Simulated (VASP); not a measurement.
# AlTl3 (P6_3/mmc) in VASP: single point with PBE

Aim: the single point of AlTl3 with PBE.

All numbers are computed with VASP 6.6.1; they aren't measurements. Logs are shortened: lines on timing, memory, paths and dates and some standing lists are left out, and cuts for length are marked.

## 1. The cell of the first run

It takes space group P6_3/mmc (No. 194, hexagonal). Conventional cell: a = 7.052 Å, b = 7.052 Å, c = 5.288 Å, α = 90.00°, β = 90.00°, γ = 120.00°. Al (site symmetry -6m2) has 12 Tl at 3.29 to 3.53 Å within 4.3 Å. Within 4.3 Å of Tl (site symmetry mm2) lie 4 Al at 3.29 to 3.53 Å and 8 Tl at 3.38 to 3.65 Å.

## 2. Single point, PBE

INCAR reads:

```
SYSTEM = AlTl3
ALGO     = Fast           ! electronic algorithm
EDIFF    = 1E-7           ! SCF threshold, eV
ENCUT    = 520            ! plane-wave cutoff, eV
GGA      = PE             ! functional
ISIF     = 2              ! what is computed and relaxed
ISMEAR   = 0              ! smearing method
LASPH    = .TRUE.         ! aspherical terms in the spheres
LCHARG   = .FALSE.        ! write CHGCAR
LREAL    = .FALSE.        ! projectors in reciprocal space
LWAVE    = .FALSE.        ! write WAVECAR
NBANDS   = 52             ! bands
NELM     = 80             ! most SCF steps
PREC     = Accurate       ! precision mode
SIGMA    = 0.1            ! smearing width, eV
```

KPOINTS reads:

```
k-points
0
G
  6 6 8
  0 0 0
```

POSCAR reads:

```
AlTl3
1.0
    7.0521875293      0.0000000000      0.0000000000
   -3.5260937646      6.1073735527      0.0000000000
    0.0000000000      0.0000000000      5.2881395643
Al Tl
2 6
Direct
    0.3333333333      0.6666666667      0.2500000000
    0.6666666667      0.3333333333      0.7500000000
    0.8272982449      0.6545964899      0.2500000000
    0.1727017551      0.8272982449      0.7500000000
    0.3454035101      0.1727017551      0.2500000000
    0.1727017551      0.3454035101      0.7500000000
    0.8272982449      0.1727017551      0.2500000000
    0.6545964899      0.8272982449      0.7500000000
```

Potentials or basis: VASP PAW PBE potentials, release 64 (Al, Tl_d).

Run with:

```sh
> cat potpaw_PBE.64/Al/POTCAR potpaw_PBE.64/Tl_d/POTCAR > POTCAR
> mpirun -np 1 vasp_std > vasp.out
```

OUTCAR:

```text
SYSTEM = AlTl3
   EDIFF = 1E-7
   ENCUT = 520
   GGA = PE
   ISIF = 2
   ISMEAR = 0
   LASPH = .TRUE.
   LREAL = .FALSE.
   NELM = 80
   PREC = Accurate

 ion  position               nearest neighbor table
   1  0.333  0.667  0.250-   4 3.29   4 3.29   8 3.29   8 3.29   6 3.29   6 3.29   3 3.53   3 3.53
                             5 3.53   5 3.53   7 3.53   7 3.53
   2  0.667  0.333  0.750-   7 3.29   7 3.29   5 3.29   5 3.29   3 3.29   3 3.29   6 3.53   6 3.53
                             8 3.53   8 3.53   4 3.53   4 3.53
   3  0.827  0.655  0.250-   2 3.29   2 3.29   8 3.38   8 3.38   4 3.38   4 3.38   7 3.40   5 3.40
                             1 3.53   1 3.53   7 3.65   5 3.65
   4  0.173  0.827  0.750-   1 3.29   1 3.29   3 3.38   3 3.38   5 3.38   5 3.38   8 3.40   6 3.40
                             2 3.53   2 3.53   8 3.65   6 3.65
   5  0.345  0.173  0.250-   2 3.29   2 3.29   6 3.38   6 3.38   4 3.38   4 3.38   7 3.40   3 3.40
                             1 3.53   1 3.53   7 3.65   3 3.65
   6  0.173  0.345  0.750-   1 3.29   1 3.29   5 3.38   5 3.38   7 3.38   7 3.38   4 3.40   8 3.40
                             2 3.53   2 3.53   4 3.65   8 3.65
   7  0.827  0.173  0.250-   2 3.29   2 3.29   6 3.38   6 3.38   8 3.38   8 3.38   5 3.40   3 3.40
                             1 3.53   1 3.53   5 3.65   3 3.65
   8  0.655  0.827  0.750-   1 3.29   1 3.29   3 3.38   3 3.38   7 3.38   7 3.38   4 3.40   6 3.40
                             2 3.53   2 3.53   4 3.65   6 3.65

  LATTYP: Found a hexagonal cell.
 ALAT       =     7.0521875293
 C/A-ratio  =     0.7498580465

  Lattice vectors:

 A1 = (   7.0521875293,   0.0000000000,   0.0000000000)
 A2 = (  -3.5260937646,   6.1073735527,   0.0000000000)
 A3 = (   0.0000000000,   0.0000000000,   5.2881395643)

Analysis of symmetry for initial positions (statically):
=====================================================================
 Subroutine PRICEL returns:
 Original cell was already a primitive cell.

 Routine SETGRP: Setting up the symmetry group for a
 hexagonal supercell.

 Subroutine GETGRP returns: Found 24 space group operations
 (whereof 12 operations were pure point group operations)
 out of a pool of 24 trial point group operations.

The static configuration has the point symmetry D_3d.
 The point group associated with its full space group is D_6h.

Analysis of symmetry for dynamics (positions and initial velocities):
=====================================================================
 Subroutine PRICEL returns:
 Original cell was already a primitive cell.

 Routine SETGRP: Setting up the symmetry group for a
 hexagonal supercell.

 Subroutine GETGRP returns: Found 24 space group operations
 (whereof 12 operations were pure point group operations)
 out of a pool of 24 trial point group operations.

The dynamic configuration has the point symmetry D_3d.
 The point group associated with its full space group is D_6h.

 Subroutine INISYM returns: Found 24 space group operations
 (whereof 12 operations are pure point group operations),
 and found     1 'primitive' translations

----------------------------------------------------------------------------------------

                                     Primitive cell

  volume of cell :     227.7620

  direct lattice vectors                    reciprocal lattice vectors
     7.052187529  0.000000000  0.000000000     0.141799973  0.081868252  0.000000000
    -3.526093765  6.107373553  0.000000000     0.000000000  0.163736505  0.000000000
     0.000000000  0.000000000  5.288139564     0.000000000  0.000000000  0.189102422

  length of vectors
     7.052187529  7.052187529  5.288139564     0.163736505  0.163736505  0.189102422

  position of ions in fractional coordinates (direct lattice)
     0.333333333  0.666666667  0.250000000
     0.666666667  0.333333333  0.750000000
     0.827298245  0.654596490  0.250000000
     0.172701755  0.827298245  0.750000000
     0.345403510  0.172701755  0.250000000
     0.172701755  0.345403510  0.750000000
     0.827298245  0.172701755  0.250000000
     0.654596490  0.827298245  0.750000000

  ion indices of the primitive-cell ions
   primitive index   ion index
                 1           1
                 2           2
                 3           3
                 4           4
                 5           5
                 6           6
                 7           7
                 8           8

----------------------------------------------------------------------------------------

 KPOINTS: k-points

Automatic generation of k-mesh.
 Grid dimensions read from file:
 generate k-points for:    6    6    8

 Generating k-lattice:

  Cartesian coordinates                     Fractional coordinates (reciprocal lattice)
     0.023633329  0.013644709  0.000000000     0.166666667  0.000000000  0.000000000
     0.000000000  0.027289417  0.000000000     0.000000000  0.166666667  0.000000000
     0.000000000  0.000000000  0.023637803     0.000000000  0.000000000  0.125000000

  Length of vectors
     0.027289417  0.027289417  0.023637803

  Shift w.r.t. Gamma in fractional coordinates (k-lattice)
     0.000000000  0.000000000  0.000000000

 Subroutine IBZKPT returns following result:
 ===========================================

 Found     35 irreducible k-points:

 Following reciprocal coordinates:
            Coordinates               Weight
  0.000000  0.000000  0.000000      1.000000
  0.166667 -0.000000  0.000000      6.000000
  0.333333  0.000000  0.000000      6.000000
  0.500000  0.000000  0.000000      3.000000
  0.166667  0.166667  0.000000      6.000000
  0.333333  0.166667  0.000000     12.000000
[... 16 lines left out ...]
  0.166667 -0.000000  0.375000     12.000000
  0.333333  0.000000  0.375000     12.000000
 [... further k-points ...]
   k-points           NKPTS =     35   k-points in BZ     NKDIM =     35   number of bands    NBANDS=     52
   number of dos      NEDOS =    301   number of ions     NIONS =      8
   total plane-waves  NPLWV = 116640
   dimension x,y,z NGX =    54 NGY =   54 NGZ =   40
   dimension x,y,z NGXF=   108 NGYF=  108 NGZF=   80
   ions per type =               2   6
   NGX,Y,Z   is equivalent  to a cutoff of  12.73, 12.73, 12.58 a.u.
   NGXF,Y,Z  is equivalent  to a cutoff of  25.46, 25.46, 25.15 a.u.
 SYSTEM =  AlTl3
   PREC   = accura    normal or accurate (medium, high low for compatibility)
   ISTART =      0    job   : 0-new  1-cont  2-samecut
   ICHARG =      2    charge: 1-file 2-atom 10-const
   ISPIN  =      1    spin polarized calculation?
   LNONCOLLINEAR =      F non collinear calculations
   LSORBIT =      F    spin-orbit coupling
   LASPH  =      T    aspherical Exc in radial PAW
   ENCUT  =  520.0 eV  38.22 Ry    6.18 a.u.  13.11 13.11  9.83*2*pi/ulx,y,z
   NELM   =     80;   NELMIN=  2; NELMDL= -5     # of ELM steps
   EDIFF  = 0.1E-06   stopping-criterion for ELM
   LREAL  =      F    real-space projection
   EDIFFG = 0.1E-05   stopping-criterion for IOM
   NSW    =      0    number of steps for IOM
   IBRION =     -1    ionic relax: 0-MD 1-quasi-New 2-CG
   NFREE  =      0    steps in history (QN), initial steepest desc. (CG)
   ISIF   =      2    stress and relaxation
   ISYM   =      2    0-nonsym 1-usesym 2-fastsym
   POTIM  = 0.5000    time-step for ionic-motion
   TEBEG  =    0.0;   TEEND  =   0.0 temperature during run
   PSTRESS=    0.0 pullay stress
   NELECT =      84.0000    total number of electrons
   NUPDOWN=      -1.0000    fix difference up-down
   EMIN   =  10.00;   EMAX   =-10.00  energy-range for DOS
   EFERMI =   0.00;   METHOD = LEGACY
   ISMEAR =     0;   SIGMA  =   0.10  broadening in eV -4-tet -1-fermi 0-gaus
   EFERMI_NEDOS =   21; number of points for ismear=-14 and -15
   IALGO  =     68    algorithm
   IMIX   =      4    mixing-type and parameters
     AMIX     =   0.40;   BMIX     =  1.00
     AMIX_MAG =   1.60;   BMIX_MAG =  1.00
  volume/ion in A,a.u.               =      28.47       192.13
  Fermi-wavevector in a.u.,A,eV,Ry     =   1.174016  2.218569 18.753109  1.378315
  Thomas-Fermi vector in A             =   2.310420
   LORBIT       =      0    0 simple, 1 ext, 2 COOP (PROOUT), +10 PAW based schemes
   GGA     = PE    functional components
   LHFCALC =     F    Hartree Fock is set to
   AEXX    =    0.0000 exact exchange contribution
   IVDW    =     0    specifies the selected vdW correction
   LEPSILON=     F    determine dielectric tensor
   LRPA    =     F    only Hartree local field effects (RPA)
 non-spin polarized calculation
 RMM-DIIS sequential band-by-band and
 Gauss-broadening in eV      SIGMA  =   0.10
  energy-cutoff  :      520.00
  volume of cell :      227.76
 maximum number of plane-waves:      6159
 NGX is ok and might be reduce to    54
   NGX = 27   NGY = 27   NGZ = 19

 number of electron      84.0000009 magnetization

 Free energy of the ion-electron system (eV)
  ---------------------------------------------------
  ext. energy  EPLUGINS =         0.00000000
  ---------------------------------------------------
  free energy    TOTEN  =       -19.32843443 eV

  energy without entropy =      -19.31343327  energy(sigma->0) =      -19.32093385

 E-fermi :   5.7922     XC(G=0):  -9.7379

 val. band max:        5.7795685141   @ k =   0.3333   0.1667   0.0000
 cond. band min:       5.7988180925   @ k =   0.3333   0.3333   0.5000
 fundamental gap:      0.0192495784
 Fermi energy:         5.7922238204

 k-point     1 :       0.0000    0.0000    0.0000
  band No.  band energies     occupation
      1      -5.9472      2.00000
      2      -5.9275      2.00000
      3      -5.9160      2.00000
      4      -5.9160      2.00000
      5      -5.8430      2.00000
      6      -5.8010      2.00000
[... 44 lines left out ...]
     51       8.9399      0.00000
     52       8.9399      0.00000

 k-point     2 :       0.1667   -0.0000    0.0000
  band No.  band energies     occupation
      1      -5.9256      2.00000
      2      -5.9095      2.00000
      3      -5.9088      2.00000
      4      -5.8880      2.00000
      5      -5.8344      2.00000
      6      -5.8230      2.00000
[... 44 lines left out ...]
     51       9.2562      0.00000
     52       9.2725      0.00000

 k-point     3 :       0.3333    0.0000    0.0000
  band No.  band energies     occupation
      1      -5.9043      2.00000
      2      -5.8661      2.00000
      3      -5.8628      2.00000
      4      -5.8531      2.00000
      5      -5.8114      2.00000
      6      -5.8024      2.00000
[... 44 lines left out ...]
     51       9.5470      0.00000
     52       9.6555      0.00000
[... 1046 lines left out ...]
 k-point    23 :       0.1667   -0.0000    0.3750
  band No.  band energies     occupation
      1      -5.9126      2.00000
      2      -5.8916      2.00000
      3      -5.8539      2.00000
      4      -5.8292      2.00000
      5      -5.8198      2.00000
      6      -5.8062      2.00000
[... 44 lines left out ...]
     51      10.3573      0.00000
     52      11.0718      0.00000

 k-point    24 :       0.3333    0.0000    0.3750
  band No.  band energies     occupation
      1      -5.8804      2.00000
      2      -5.8732      2.00000
      3      -5.8503      2.00000
      4      -5.8116      2.00000
      5      -5.7883      2.00000
      6      -5.7825      2.00000
[... 44 lines left out ...]
     51      10.1135      0.00000
     52      10.4386      0.00000

 [... further k-points ...]

------------------------ aborting loop because EDIFF is reached ----------------------------------------

  FORCE on cell =-STRESS in cart. coord.  units (eV):
  Direction    XX          YY          ZZ          XY          YZ          ZX
  --------------------------------------------------------------------------------------
  -------------------------------------------------------------------------------------
  Total       -0.0692948     -0.0692948     -0.0580455     -0.0000000     -0.0000000      0.0000000
  in kB       -0.4874500     -0.4874500     -0.4083172     -0.0000000     -0.0000000      0.0000000
  external PRESSURE =      -0.4610724 kB  Pullay stress =       0.0000000 kB

 VOLUME and BASIS-vectors are now :
 -----------------------------------------------------------------------------
  energy-cutoff  :      520.00
  volume of cell :      227.76
      direct lattice vectors                 reciprocal lattice vectors
     7.052187529  0.000000000  0.000000000     0.141799973  0.081868252  0.000000000
    -3.526093765  6.107373553  0.000000000     0.000000000  0.163736505  0.000000000
     0.000000000  0.000000000  5.288139564     0.000000000  0.000000000  0.189102422

 POSITION                                       TOTAL-FORCE (eV/Angst)
 -----------------------------------------------------------------------------------
     -0.00000      4.07158      1.32203        -0.000000     -0.000000      0.000000
      3.52609      2.03579      3.96610        -0.000000     -0.000000      0.000000
      3.52609      3.99787      1.32203         0.000000      0.001082     -0.000000
     -1.69921      5.05262      3.96610        -0.000937      0.000541      0.000000
      1.82689      1.05475      1.32203        -0.000937     -0.000541      0.000000
      0.00000      2.10951      3.96610        -0.000000     -0.001082      0.000000
      5.22530      1.05475      1.32203         0.000937     -0.000541     -0.000000
      1.69921      5.05262      3.96610         0.000937      0.000541     -0.000000
 -----------------------------------------------------------------------------------
    total drift:                               -0.000000      0.000000     -0.000000

  FREE ENERGIE OF THE ION-ELECTRON SYSTEM (eV)
  ---------------------------------------------------
  free  energy   TOTEN  =       -19.3284344250 eV

  energy  without entropy=      -19.3134332718  energy(sigma->0) =      -19.32093385
```

Wall time 12 min (1 thread of AMD EPYC 7R13, shared host); peak memory 0.49 GiB.

What came out:

| Quantity | Value |
| --- | --- |
| Free energy | -19.3284 eV |
| Pressure | 0.0 GPa |
| Band gap on the k mesh | zero (bands 42 and 43 overlap by 2.77 eV) |

Caveat: spin-orbit coupling is left out, which moves the levels of the heavy elements.
